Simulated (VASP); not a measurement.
Hf2Pd2Se2Br2O3:

```
Hf Pd Se Br O
1.0
     5.76069    0.00496   -0.00286
    -0.52750    5.84664    0.03413
    -1.48435   -0.92642    6.64586
Hf Pd Se Br O
2 2 2 2 3
Direct
  0.74540 0.39602 0.34989
  0.28763 0.45322 0.59401
  0.90854 0.13294 0.84849
  0.25249 0.90323 0.35874
  0.63469 0.40355 0.93716
  0.62597 0.78174 0.53023
  0.85273 0.99089 0.15355
  0.22526 0.82084 0.86223
  0.96040 0.28925 0.59026
  0.43233 0.24524 0.40864
  0.07457 0.58308 0.36682
```

Base run:

- Program: VASP 6.6.1
- Functional: PBE
- Dispersion: D3(BJ)
- Potentials or basis: VASP PAW PBE potentials, release 64 (Hf_pv, Pd, Se, Br, O)
- Cutoff: 520 eV
- k mesh: 4 × 4 × 3
- Occupations: fermi-dirac, width 0.05 eV
- Spin: no spin polarisation

Its results: band gap on the k mesh 0.20 eV (least direct gap 0.34 eV); pressure -2.9 GPa; largest force 0.188 eV/Å.

Question: The run is repeated on the same cell with these changes: functional from PBE to RPBE; dispersion from D3(BJ) to none. What comes out?

Answer: Band gap on the k mesh 0.22 eV (least direct gap 0.35 eV); pressure 2.2 GPa; largest force 0.165 eV/Å.

Several settings changed at once.

Caveats: semilocal functionals underestimate gaps, and a narrow one can read as zero; spin-orbit coupling is left out, which moves the levels of the heavy elements; three body term missing (at least some runs); the PAW data sets were made with another functional, which shifts forces and pressure a little (at least some runs).

A k mesh can miss the band edges.
